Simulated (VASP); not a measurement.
Runs of VASP 6.6.1 on CdSi3. The structure is that of space group Pm-3m (No. 221), or close to it. The cells are those of the table. 

```tsv
task	cell	k mesh	cutoff (eV)	gap on the mesh (eV)	pressure (GPa)	relaxed volume (Å³/atom)
relaxation of cell and atoms	relaxed from a = 4.045, b = 4.045, c = 4.004 Å, 4 atoms	4 × 4 × 4	600	none	-0.2	(b)
relaxation of cell and atoms	relaxed from a = 4.143, b = 4.143, c = 4.022 Å, 4 atoms	12 × 12 × 12	600	none	0.0	17.65
single point	a = 4.173, b = 4.173, c = 4.043 Å, 4 atoms	12 × 12 × 12	520	none	(a)	-
single point	a = 4.045, b = 4.045, c = 4.004 Å, 4 atoms	4 × 4 × 4	520	none	5.0	-
single point	a = 4.143, b = 4.143, c = 4.022 Å, 4 atoms	4 × 4 × 4	520	none	0.1	-
```

Alike in all rows: level PBE; potentials or basis VASP PAW PBE potentials, release 64 (Cd, Si); no spin polarisation; smearing gaussian 0.1 eV.

Fill in the values left out.

(a) 0.2; (b) 17.32.

Caveats: some runs use coarse meshes.

A k mesh can miss the band edges, and the runs leave out spin-orbit coupling on Cd.

A gap of «none» marks levels without a gap at the run's occupations.
